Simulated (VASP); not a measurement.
# Ca: single point with PBEsol

Ca:

```
CELL_PARAMETERS angstrom
3.74849 0.00000 0.00000
-1.87425 3.24629 0.00000
0.00000 0.00000 6.17329
ATOMIC_POSITIONS crystal
Ca 0.33333 0.66667 0.25000
Ca 0.66667 0.33333 0.75000
```

This isn't the form of Ca at room conditions, which is fcc.

```
Program                : VASP 6.6.1
Task                   : single point
Functional             : PBEsol
Potentials or basis    : VASP PAW PBE potentials, release 64 (Ca_sv)
Cutoff                 : 520 eV
k mesh                 : 11 × 11 × 6
Occupations            : fermi-dirac, width 0.1 eV
Spin                   : no spin polarisation
Dipole correction      : no
Further INCAR settings : ALGO = Normal; EDIFF = 1e-07; NBANDS = 17
```

```json
{
 "Pressure": "1.7 GPa",
 "Band gap on the k mesh": "zero (bands 10 and 11 overlap by 0.30 eV)"
}
```

Levels at points of the mesh, in eV from the Fermi level:
```csv
k point,band 8,band 9,band 10,band 11,band 12,band 13
"(0.00, 0.00, 0.00)",-22.55,-4.27,-1.12,-0.11,2.40,2.44
"(0.00, 0.00, 0.50)",-22.57,-3.17,-3.17,1.44,1.44,2.44
```

It took 100 s on 1 thread of Intel Xeon 8259CL, with other jobs on the host, peak memory 0.22 GiB.

Caveat: the PAW data sets were made with another functional, which shifts forces and pressure a little.
